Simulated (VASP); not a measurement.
A run of VASP 6.6.1 is set up as follows.

The input INCAR:

```
SYSTEM = Na3WClO4
PREC     = Accurate       ! precision mode
ENCUT    = 520            ! plane-wave cutoff, eV
EDIFF    = 1E-6           ! SCF threshold, eV
ISMEAR   = -1             ! smearing method
SIGMA    = 0.02           ! smearing width, eV
LREAL    = Auto         
LASPH    = .TRUE.         ! aspherical terms in the spheres
NELM     = 100            ! most SCF steps
ALGO     = Normal         ! electronic algorithm
ISIF     = 2              ! what is computed and relaxed
LWAVE    = .FALSE.        ! write WAVECAR
LCHARG   = .FALSE.        ! write CHGCAR
GGA      = PE             ! functional
NBANDS   = 81             ! bands
```

The input KPOINTS:

```
regular mesh
0
G
  3 3 4
  0 0 0
```

Contents of POSCAR:

```
Na3WClO4
1.0
    7.4421544036      0.0000000000      0.0000000000
    0.0000000000      7.4421544036      0.0000000000
    0.0000000000      0.0000000000      5.3058548840
Na W Cl O
6 2 2 8
Direct
    0.5000000000      0.0000000000      0.3557859017
    0.0000000000      0.5000000000      0.6442140983
    0.7500000000      0.2500000000      0.0000000000
    0.2500000000      0.2500000000      0.0000000000
    0.2500000000      0.7500000000      0.0000000000
    0.7500000000      0.7500000000      0.0000000000
    0.0000000000      0.0000000000      0.5000000000
    0.5000000000      0.5000000000      0.5000000000
    0.5000000000      0.0000000000      0.8389810382
    0.0000000000      0.5000000000      0.1610189618
    0.8080605216      0.0000000000      0.2963778074
    0.5000000000      0.3080605216      0.2963778074
    0.1919394784      0.0000000000      0.2963778074
    0.5000000000      0.6919394784      0.2963778074
    0.3080605216      0.5000000000      0.7036221926
    0.0000000000      0.1919394784      0.7036221926
    0.6919394784      0.5000000000      0.7036221926
    0.0000000000      0.8080605216      0.7036221926
```

Potentials or basis: VASP PAW PBE potentials, release 64 (Na_pv, W_sv, Cl, O).

Launch:

```console
$ cat potpaw_PBE.64/Na_pv/POTCAR potpaw_PBE.64/W_sv/POTCAR potpaw_PBE.64/Cl/POTCAR potpaw_PBE.64/O/POTCAR > POTCAR
$ mpirun -np 1 vasp_std > vasp.out
```

Task: Estimate the largest force.

Result: 0.407 eV/Å.

Task: Predict the pressure.

Result: 3.4 GPa.

Stress tensor (GPa, compression positive):
```
3.48 0.00 0.00
0.00 3.48 0.00
0.00 0.00 3.37
```

Caveat: the cell stands under pressure.
